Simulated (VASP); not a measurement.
# NaCl (Fm-3m) in VASP: further runs

The runs below take NaCl through single point, with BHLYP.

Program: VASP 6.6.1. These are calculated values, not measurements. Logs are shortened: lines on timing, memory, paths and dates and some standing lists are left out, and cuts for length are marked.

## 1. The cell of the first run

Symmetry: Fm-3m, No. 225, cubic system. Conventional cell: a = 5.662 Å, b = 5.662 Å, c = 5.662 Å, α = 90.00°, β = 90.00°, γ = 90.00°. Within 3.7 Å of Cl (site symmetry m-3m) lie 6 Na at 2.83 Å. Na (site symmetry m-3m) has 6 Cl at 2.83 Å within 3.7 Å.

## 2. Single point, BHLYP

Contents of POSCAR:

```
NaCl
1.0
    0.0000000000      2.8308314239      2.8308314239
    2.8308314239      0.0000000000      2.8308314239
    2.8308314239      2.8308314239      0.0000000000
Cl Na
1 1
Direct
    0.5000000000      0.5000000000      0.5000000000
    0.0000000000      0.0000000000      0.0000000000
```

Contents of INCAR.step1:

```
SYSTEM = NaCl
  ALGO = Normal
  EDIFF = 1E-5
  ENCUT = 520
  GGA = PE
  ISIF = 2
  ISMEAR = -1
  LASPH = .TRUE.
  LCHARG = .FALSE.
  LREAL = .FALSE.
  LWAVE = .TRUE.
  NBANDS = 14
  NELM = 60
  PREC = Accurate
  SIGMA = 0.05
```

Contents of INCAR.step2:

```
SYSTEM = NaCl
  AEXX = 0.5
  AGGAC = 1.0
  AGGAX = 0.5
  ALDAC = 0.0
  ALDAX = 0.5
  ALGO = Normal
  EDIFF = 1E-6
  ENCUT = 520
  GGA = B5
  ISIF = 2
  ISMEAR = -1
  ISTART = 1
  LASPH = .TRUE.
  LCHARG = .FALSE.
  LHFCALC = .TRUE.
  LREAL = .FALSE.
  LWAVE = .FALSE.
  NBANDS = 14
  NELM = 60
  PREC = Accurate
  PRECFOCK = Normal
  SIGMA = 0.05
```

Contents of KPOINTS:

```
k-points
0
G
  4 4 4
  0 0 0
```

Potentials or basis: VASP PAW PBE potentials, release 64 (Cl, Na_pv).

On the command line:

```console
$ cat potpaw_PBE.64/Cl/POTCAR potpaw_PBE.64/Na_pv/POTCAR > POTCAR
$ cp INCAR.step1 INCAR
$ mpirun -np 1 vasp_std > vasp.out
$ cp INCAR.step2 INCAR
$ mpirun -np 1 vasp_std > vasp.out
```

OUTCAR:

```text
SYSTEM = NaCl
   AEXX = 0.5
   EDIFF = 1E-6
   ENCUT = 520
   GGA = B5
   ISIF = 2
   ISMEAR = -1
   ISTART = 1
   LASPH = .TRUE.
   LHFCALC = .TRUE.
   LREAL = .FALSE.
   NELM = 60
   PREC = Accurate
   PRECFOCK = Normal

 ion  position               nearest neighbor table
   1  0.500  0.500  0.500-
   2  0.000  0.000  0.000-

  LATTYP: Found a face centered cubic cell.
 ALAT       =     5.6616628478

  Lattice vectors:

 A1 = (   0.0000000000,   2.8308314239,   2.8308314239)
 A2 = (   2.8308314239,   0.0000000000,   2.8308314239)
 A3 = (   2.8308314239,   2.8308314239,   0.0000000000)

Analysis of symmetry for initial positions (statically):
=====================================================================
 Subroutine PRICEL returns:
 Original cell was already a primitive cell.

 Routine SETGRP: Setting up the symmetry group for a
 face centered cubic supercell.

 Subroutine GETGRP returns: Found 48 space group operations
 (whereof 48 operations were pure point group operations)
 out of a pool of 48 trial point group operations.

The static configuration has the point symmetry O_h .

Analysis of symmetry for dynamics (positions and initial velocities):
=====================================================================
 Subroutine PRICEL returns:
 Original cell was already a primitive cell.

 Routine SETGRP: Setting up the symmetry group for a
 face centered cubic supercell.

 Subroutine GETGRP returns: Found 48 space group operations
 (whereof 48 operations were pure point group operations)
 out of a pool of 48 trial point group operations.

The dynamic configuration has the point symmetry O_h .

 Subroutine INISYM returns: Found 48 space group operations
 (whereof 48 operations are pure point group operations),
 and found     1 'primitive' translations

----------------------------------------------------------------------------------------

                                     Primitive cell

  volume of cell :      45.3703

  direct lattice vectors                    reciprocal lattice vectors
     0.000000000  2.830831424  2.830831424    -0.176626554  0.176626554  0.176626554
     2.830831424  0.000000000  2.830831424     0.176626554 -0.176626554  0.176626554
     2.830831424  2.830831424  0.000000000     0.176626554  0.176626554 -0.176626554

  length of vectors
     4.003400192  4.003400192  4.003400192     0.305926166  0.305926166  0.305926166
[... 80 lines left out ...]
   EFERMI_NEDOS =   21; number of points for ismear=-14 and -15
   IALGO  =     38    algorithm
   IMIX   =      1    mixing-type and parameters
     AMIX     =   0.40;   BMIX     =  1.00
     AMIX_MAG =   1.60;   BMIX_MAG =  1.00
  volume/ion in A,a.u.               =      22.69       153.09
  Fermi-wavevector in a.u.,A,eV,Ry     =   1.106268  2.090543 16.651189  1.223828
  Thomas-Fermi vector in A             =   2.242766
   LORBIT       =      0    0 simple, 1 ext, 2 COOP (PROOUT), +10 PAW based schemes
   GGA     = B5    functional components
   LHFCALC =     T    Hartree Fock is set to
   PRECFOCK=normal    Normal, Fast or Accurate (Low or Medium for compatibility)
   ENCUT4O =  -1.0   cutoff for four orbital integrals eV
   NKREDX  =     1    reduce k-point grid by
   NKREDY  =     1    reduce k-point grid by
   NKREDZ  =     1    reduce k-point grid by
   AEXX    =    0.5000 exact exchange contribution
   HFSCREEN=    0.0000 screening length (either q_TF or 0.3 A-1)
   HFSCREENC=   0.0000 screening length for correlation (either q_TF or 0.3 A-1)
   ENCUTFOCK=  -1.0 apply spherical cutoff to Coloumb kernel
   IVDW    =     0    specifies the selected vdW correction
   LEPSILON=     F    determine dielectric tensor
   LRPA    =     F    only Hartree local field effects (RPA)
 non-spin polarized calculation
  energy-cutoff  :      520.00
  volume of cell :       45.37
 maximum number of plane-waves:      1243
 NGX is ok and might be reduce to    30
  NGX = 24; NGY = 24; NGZ = 24

 number of electron      13.9999993 magnetization

 Free energy of the ion-electron system (eV)
  ---------------------------------------------------
  ext. energy  EPLUGINS =         0.00000000
  ---------------------------------------------------
  free energy    TOTEN  =        -9.77631346 eV

  energy without entropy =       -9.77631346  energy(sigma->0) =       -9.77631346

 E-fermi :  -2.2497     XC(G=0):  -4.4444

 val. band max:       -3.3544669640   @ k =   0.0000   0.0000   0.0000
 cond. band min:       5.9168744183   @ k =   0.0000   0.0000   0.0000
 fundamental gap:      9.2713413824
 Fermi energy:        -2.2497010269

 k-point     1 :       0.0000    0.0000    0.0000
  band No.  band energies     occupation
      1     -28.5770      2.00000
      2     -28.5770      2.00000
      3     -28.5770      2.00000
      4     -18.3944      2.00000
      5      -3.3545      2.00000
      6      -3.3545      2.00000
      7      -3.3545      2.00000
      8       5.9169      0.00000
      9      12.2701      0.00000
     10      12.2701      0.00000
     11      12.2701      0.00000
     12      14.7305      0.00000
     13      14.7305      0.00000
     14      15.9522      0.00000
[... 105 lines left out ...]
      1     -28.5888      2.00000
      2     -28.5888      2.00000
      3     -28.5851      2.00000
      4     -17.9368      2.00000
      5      -4.6970      2.00000
      6      -4.6970      2.00000
      7      -4.1934      2.00000
      8       9.8597      0.00000
      9      10.7781      0.00000
     10      10.7781      0.00000
     11      12.5323      0.00000
     12      17.1587      0.00000
     13      17.1587      0.00000
     14      17.9682      0.00000

------------------------ aborting loop because EDIFF is reached ----------------------------------------

  FORCE on cell =-STRESS in cart. coord.  units (eV):
  Direction    XX          YY          ZZ          XY          YZ          ZX
  --------------------------------------------------------------------------------------
  -------------------------------------------------------------------------------------
  Total       -0.1472954     -0.1472954     -0.1472954      0.0000000     -0.0000000      0.0000000
  in kB       -5.2014891     -5.2014891     -5.2014891      0.0000000     -0.0000000      0.0000000
  external PRESSURE =      -5.2014891 kB  Pullay stress =       0.0000000 kB

 VOLUME and BASIS-vectors are now :
 -----------------------------------------------------------------------------
  energy-cutoff  :      520.00
  volume of cell :       45.37
      direct lattice vectors                 reciprocal lattice vectors
     0.000000000  2.830831424  2.830831424    -0.176626554  0.176626554  0.176626554
     2.830831424  0.000000000  2.830831424     0.176626554 -0.176626554  0.176626554
     2.830831424  2.830831424  0.000000000     0.176626554  0.176626554 -0.176626554

 POSITION                                       TOTAL-FORCE (eV/Angst)
 -----------------------------------------------------------------------------------
      2.83083      2.83083      2.83083        -0.000000     -0.000000     -0.000000
      0.00000      0.00000      0.00000         0.000000      0.000000      0.000000
 -----------------------------------------------------------------------------------
    total drift:                               -0.000000      0.000000      0.000000

  FREE ENERGIE OF THE ION-ELECTRON SYSTEM (eV)
  ---------------------------------------------------
  free  energy   TOTEN  =        -9.7763134629 eV

  energy  without entropy=       -9.7763134628  energy(sigma->0) =       -9.77631346
```

Run time: 8 min. Hardware: 1 thread of Oxide Virtual Turin-like, shared host; peak memory 0.13 GiB.

Results:

- Free energy: -9.7763 eV
- Pressure: -0.5 GPa
- Band gap on the k mesh: 9.27 eV

Caveat: the k points lie up to 0.48 Å⁻¹ apart; the PAW data sets were made with another functional, which shifts forces and pressure a little.

## 3. Single point, BHLYP

This run uses another cell than the first one, of 23.12 Å³/atom.

Contents of POSCAR:

```
NaCl
1.0
    0.0000000000      2.8488626834      2.8488626834
    2.8488626834      0.0000000000      2.8488626834
    2.8488626834      2.8488626834      0.0000000000
Cl Na
1 1
Direct
    0.5000000000      0.5000000000      0.5000000000
    0.0000000000      0.0000000000      0.0000000000
```

Contents of INCAR.step1:

```
PREC     = Accurate       # precision mode
ENCUT    = 520            # plane-wave cutoff, eV
EDIFF    = 1E-5           # SCF threshold, eV
ISMEAR   = -1             # smearing method
SIGMA    = 0.05           # smearing width, eV
LREAL    = F              # projectors in reciprocal space
LASPH    = T              # aspherical terms in the spheres
NELM     = 80             # most SCF steps
ALGO     = Normal         # electronic algorithm
ISIF     = 2              # what is computed and relaxed
LWAVE    = T              # write WAVECAR
GGA      = PE             # functional
NBANDS   = 14             # bands
```

Contents of INCAR.step2:

```
PREC     = Accurate       # precision mode
ENCUT    = 520            # plane-wave cutoff, eV
EDIFF    = 1E-6           # SCF threshold, eV
ISMEAR   = -1             # smearing method
SIGMA    = 0.05           # smearing width, eV
LREAL    = F              # projectors in reciprocal space
LASPH    = T              # aspherical terms in the spheres
NELM     = 80             # most SCF steps
ALGO     = Normal         # electronic algorithm
ISIF     = 2              # what is computed and relaxed
LWAVE    = F              # write WAVECAR
LCHARG   = T              # write CHGCAR
GGA      = B5             # functional
LHFCALC  = T              # exact exchange
AEXX     = 0.5            # exact-exchange fraction
ALDAX    = 0.5          
AGGAX    = 0.5          
AGGAC    = 1.0          
ALDAC    = 0.0          
PRECFOCK = Normal       
LELF     = T              # ELF
LVHAR    = T            
ISTART   = 1            
NBANDS   = 14             # bands
```

Contents of KPOINTS:

```
regular mesh
0
Gamma
  4 4 4
```

Potentials or basis: VASP PAW PBE potentials, release 64 (Cl, Na_pv).

On the command line:

```console
$ cat potpaw_PBE.64/Cl/POTCAR potpaw_PBE.64/Na_pv/POTCAR > POTCAR
$ cp INCAR.step1 INCAR
$ mpirun -np 1 vasp_std > vasp.out
$ cp INCAR.step2 INCAR
$ mpirun -np 1 vasp_std > vasp.out
```

OUTCAR:

```text
PREC = Accurate
   ENCUT = 520
   EDIFF = 1E-6
   ISMEAR = -1
   LREAL = F
   LASPH = T
   NELM = 80
   ISIF = 2
   GGA = B5
   LHFCALC = T
   AEXX = 0.5
   PRECFOCK = Normal
   ISTART = 1

 ion  position               nearest neighbor table
   1  0.500  0.500  0.500-
   2  0.000  0.000  0.000-

  LATTYP: Found a face centered cubic cell.
 ALAT       =     5.6977253668

  Lattice vectors:

 A1 = (   0.0000000000,   2.8488626834,   2.8488626834)
 A2 = (   2.8488626834,   0.0000000000,   2.8488626834)
 A3 = (   2.8488626834,   2.8488626834,   0.0000000000)

Analysis of symmetry for initial positions (statically):
=====================================================================
 Subroutine PRICEL returns:
 Original cell was already a primitive cell.

 Routine SETGRP: Setting up the symmetry group for a
 face centered cubic supercell.

 Subroutine GETGRP returns: Found 48 space group operations
 (whereof 48 operations were pure point group operations)
 out of a pool of 48 trial point group operations.

The static configuration has the point symmetry O_h .

Analysis of symmetry for dynamics (positions and initial velocities):
=====================================================================
 Subroutine PRICEL returns:
 Original cell was already a primitive cell.

 Routine SETGRP: Setting up the symmetry group for a
 face centered cubic supercell.

 Subroutine GETGRP returns: Found 48 space group operations
 (whereof 48 operations were pure point group operations)
 out of a pool of 48 trial point group operations.

The dynamic configuration has the point symmetry O_h .

 Subroutine INISYM returns: Found 48 space group operations
 (whereof 48 operations are pure point group operations),
 and found     1 'primitive' translations

----------------------------------------------------------------------------------------

                                     Primitive cell

  volume of cell :      46.2428

  direct lattice vectors                    reciprocal lattice vectors
     0.000000000  2.848862683  2.848862683    -0.175508635  0.175508635  0.175508635
     2.848862683  0.000000000  2.848862683     0.175508635 -0.175508635  0.175508635
     2.848862683  2.848862683  0.000000000     0.175508635  0.175508635 -0.175508635

  length of vectors
     4.028900244  4.028900244  4.028900244     0.303989872  0.303989872  0.303989872

  position of ions in fractional coordinates (direct lattice)
     0.500000000  0.500000000  0.500000000
     0.000000000  0.000000000  0.000000000

  ion indices of the primitive-cell ions
   primitive index   ion index
                 1           1
                 2           2

----------------------------------------------------------------------------------------

 KPOINTS: regular mesh

Automatic generation of k-mesh.
 Grid dimensions read from file:
 generate k-points for:    4    4    4

 Generating k-lattice:

[... 29 lines left out ...]
   dimension x,y,z NGX =    30 NGY =   30 NGZ =   30
   dimension x,y,z NGXF=    60 NGYF=   60 NGZF=   60
   ions per type =               1   1
   NGX,Y,Z   is equivalent  to a cutoff of  12.38, 12.38, 12.38 a.u.
   NGXF,Y,Z  is equivalent  to a cutoff of  24.76, 24.76, 24.76 a.u.
 SYSTEM =  unknown system
   PREC   = accura    normal or accurate (medium, high low for compatibility)
   ISTART =      1    job   : 0-new  1-cont  2-samecut
   ICHARG =      0    charge: 1-file 2-atom 10-const
   ISPIN  =      1    spin polarized calculation?
   LNONCOLLINEAR =      F non collinear calculations
   LSORBIT =      F    spin-orbit coupling
   LASPH  =      T    aspherical Exc in radial PAW
   ENCUT  =  520.0 eV  38.22 Ry    6.18 a.u.   7.49  7.49  7.49*2*pi/ulx,y,z
   NELM   =     80;   NELMIN=  2; NELMDL=  0     # of ELM steps
   EDIFF  = 0.1E-05   stopping-criterion for ELM
   LREAL  =      F    real-space projection
   EDIFFG = 0.1E-04   stopping-criterion for IOM
   NSW    =      0    number of steps for IOM
   IBRION =     -1    ionic relax: 0-MD 1-quasi-New 2-CG
   NFREE  =      0    steps in history (QN), initial steepest desc. (CG)
   ISIF   =      2    stress and relaxation
   ISYM   =      3    0-nonsym 1-usesym 2-fastsym
   POTIM  = 0.5000    time-step for ionic-motion
   TEBEG  =    0.0;   TEEND  =   0.0 temperature during run
   PSTRESS=    0.0 pullay stress
   NELECT =      14.0000    total number of electrons
   NUPDOWN=      -1.0000    fix difference up-down
   EMIN   =  10.00;   EMAX   =-10.00  energy-range for DOS
   EFERMI =   0.00;   METHOD = LEGACY
   ISMEAR =    -1;   SIGMA  =   0.05  broadening in eV -4-tet -1-fermi 0-gaus
   EFERMI_NEDOS =   21; number of points for ismear=-14 and -15
   IALGO  =     38    algorithm
   IMIX   =      1    mixing-type and parameters
     AMIX     =   0.40;   BMIX     =  1.00
     AMIX_MAG =   1.60;   BMIX_MAG =  1.00
  volume/ion in A,a.u.               =      23.12       156.03
  Fermi-wavevector in a.u.,A,eV,Ry     =   1.099266  2.077311 16.441076  1.208385
  Thomas-Fermi vector in A             =   2.235657
   LORBIT       =      0    0 simple, 1 ext, 2 COOP (PROOUT), +10 PAW based schemes
   GGA     = B5    functional components
   LHFCALC =     T    Hartree Fock is set to
   PRECFOCK=normal    Normal, Fast or Accurate (Low or Medium for compatibility)
   ENCUT4O =  -1.0   cutoff for four orbital integrals eV
   NKREDX  =     1    reduce k-point grid by
   NKREDY  =     1    reduce k-point grid by
   NKREDZ  =     1    reduce k-point grid by
   AEXX    =    0.5000 exact exchange contribution
   HFSCREEN=    0.0000 screening length (either q_TF or 0.3 A-1)
   HFSCREENC=   0.0000 screening length for correlation (either q_TF or 0.3 A-1)
   ENCUTFOCK=  -1.0 apply spherical cutoff to Coloumb kernel
   IVDW    =     0    specifies the selected vdW correction
   LEPSILON=     F    determine dielectric tensor
   LRPA    =     F    only Hartree local field effects (RPA)
 non-spin polarized calculation
  energy-cutoff  :      520.00
  volume of cell :       46.24
 maximum number of plane-waves:      1257
 NGX is ok and might be reduce to    30
  NGX = 24; NGY = 24; NGZ = 24

 number of electron      13.9999992 magnetization

 Free energy of the ion-electron system (eV)
  ---------------------------------------------------
  ext. energy  EPLUGINS =         0.00000000
  ---------------------------------------------------
  free energy    TOTEN  =        -9.77261317 eV

  energy without entropy =       -9.77261317  energy(sigma->0) =       -9.77261317

 E-fermi :  -2.3076     XC(G=0):  -4.4039

 val. band max:       -3.4605417861   @ k =   0.0000   0.0000   0.0000
 cond. band min:       5.7212741517   @ k =   0.0000   0.0000   0.0000
 fundamental gap:      9.1818159378
 Fermi energy:        -2.3076477350

 k-point     1 :       0.0000    0.0000    0.0000
  band No.  band energies     occupation
      1     -28.7223      2.00000
      2     -28.7223      2.00000
      3     -28.7223      2.00000
      4     -18.4543      2.00000
      5      -3.4605      2.00000
      6      -3.4605      2.00000
      7      -3.4605      2.00000
      8       5.7213      0.00000
      9      12.1263      0.00000
     10      12.1263      0.00000
     11      12.1263      0.00000
     12      14.5608      0.00000
     13      14.5608      0.00000
     14      15.7463      0.00000
[... 105 lines left out ...]
      1     -28.7332      2.00000
      2     -28.7332      2.00000
      3     -28.7297      2.00000
      4     -18.0203      2.00000
      5      -4.7614      2.00000
      6      -4.7614      2.00000
      7      -4.2726      2.00000
      8       9.6565      0.00000
      9      10.6027      0.00000
     10      10.6027      0.00000
     11      12.3076      0.00000
     12      16.8824      0.00000
     13      16.8825      0.00000
     14      17.7047      0.00000

------------------------ aborting loop because EDIFF is reached ----------------------------------------

  FORCE on cell =-STRESS in cart. coord.  units (eV):
  Direction    XX          YY          ZZ          XY          YZ          ZX
  --------------------------------------------------------------------------------------
  -------------------------------------------------------------------------------------
  Total       -0.2806711     -0.2806711     -0.2806711     -0.0000000      0.0000000     -0.0000000
  in kB       -9.7244196     -9.7244196     -9.7244196     -0.0000000      0.0000000     -0.0000000
  external PRESSURE =      -9.7244196 kB  Pullay stress =       0.0000000 kB

 VOLUME and BASIS-vectors are now :
 -----------------------------------------------------------------------------
  energy-cutoff  :      520.00
  volume of cell :       46.24
      direct lattice vectors                 reciprocal lattice vectors
     0.000000000  2.848862683  2.848862683    -0.175508635  0.175508635  0.175508635
     2.848862683  0.000000000  2.848862683     0.175508635 -0.175508635  0.175508635
     2.848862683  2.848862683  0.000000000     0.175508635  0.175508635 -0.175508635

 POSITION                                       TOTAL-FORCE (eV/Angst)
 -----------------------------------------------------------------------------------
      2.84886      2.84886      2.84886         0.000000      0.000000      0.000000
      0.00000      0.00000      0.00000        -0.000000     -0.000000     -0.000000
 -----------------------------------------------------------------------------------
    total drift:                                0.000000      0.000000      0.000000

  FREE ENERGIE OF THE ION-ELECTRON SYSTEM (eV)
  ---------------------------------------------------
  free  energy   TOTEN  =        -9.7726131734 eV

  energy  without entropy=       -9.7726131734  energy(sigma->0) =       -9.77261317
```

Wall time 5.7 min (1 thread of Oxide Virtual Turin-like, shared host); peak memory 0.13 GiB.

Results:

| Property | Result |
| --- | --- |
| Free energy | -9.7726 eV |
| Pressure | -1.0 GPa |
| Band gap on the k mesh | 9.18 eV |

Caveat: the k points lie up to 0.48 Å⁻¹ apart; the PAW data sets were made with another functional, which shifts forces and pressure a little.
